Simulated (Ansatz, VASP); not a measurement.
## LiH: VASP beside Ansatz

```
Li H
1.0
     2.56214    0.00000   -1.00409
     0.00000    2.80817    0.00000
    -1.77942    0.00000    6.08094
Li H
2 2
Direct
  0.00000 0.00000 0.00000
  0.00000 0.50000 0.50000
  0.88327 0.00000 0.26214
  0.11673 0.00000 0.73786
```

Change from the starting cell: ordered vacancies on the anion sites of cadmium iodide (P2/m, No. 10).

Alike in both runs: functional PBE; k mesh 6 × 10 × 6; occupations gaussian, width 0.02 eV; no spin polarisation.

Ansatz relaxed the structure, and its values are those at the end. VASP's run is a single point on that final structure, the one shown.

|  | VASP | Ansatz |
| --- | --- | --- |
| version | VASP 6.6.1 | Ansatz 0.2.0 |
| potentials or method | VASP PAW PBE potentials, release 64 (Li_sv, H), cutoff 520 eV | scalar-relativistic, plane waves, PAW |
| valence electrons in the cell | 8 | 8 |

```tsv
	VASP	Ansatz	Ansatz less VASP
gap on the k mesh at the Fermi level (eV)	0.28	0.28	-0.003
least direct gap on the mesh (eV)	1.70	1.70	-0.002
```

The k mesh is coarse, so the values compare programs but aren't converged. Noted on VASP's run: the cutoff is short for stress, so the pressure is rough.
